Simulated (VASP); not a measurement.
A run of VASP 6.6.1:

The input INCAR:

```
PREC = Accurate
ENCUT = 520
EDIFF = 1E-6
ISMEAR = 1
SIGMA = 0.02
LREAL = False
LASPH = True
NELM = 100
ALGO = Normal
ISIF = 2
LWAVE = False
LCHARG = False
NBANDS = 8
```

The input KPOINTS:

```
Automatic mesh
0
Gamma
  9 9 9
```

File POSCAR:

```
Li
1.0
   -1.6818289849      1.6818289849      1.6818289849
    1.6818289849     -1.6818289849      1.6818289849
    1.6818289849      1.6818289849     -1.6818289849
Li
1
Direct
    0.0000000000      0.0000000000      0.0000000000
```

Potentials or basis: VASP PAW LDA potentials, release 64 (Li_sv).

Launch:

```sh
$ cat potpaw_LDA.64/Li_sv/POTCAR > POTCAR
$ mpirun -np 1 vasp_std > vasp.out
```

Hardware: 1 thread of Intel(R) Xeon(R) Platinum 8259CL CPU @ 2.50GHz (Skylake/Cascade Lake), with other jobs on the host.

How long does it take, and how much memory?

It took 3.1 s on 1 thread of Intel(R) Xeon(R) Platinum 8259CL CPU @ 2.50GHz (Skylake/Cascade Lake), with other jobs on the host, peak memory 0.11 GiB. Counts: scf iterations 9, k points 35.
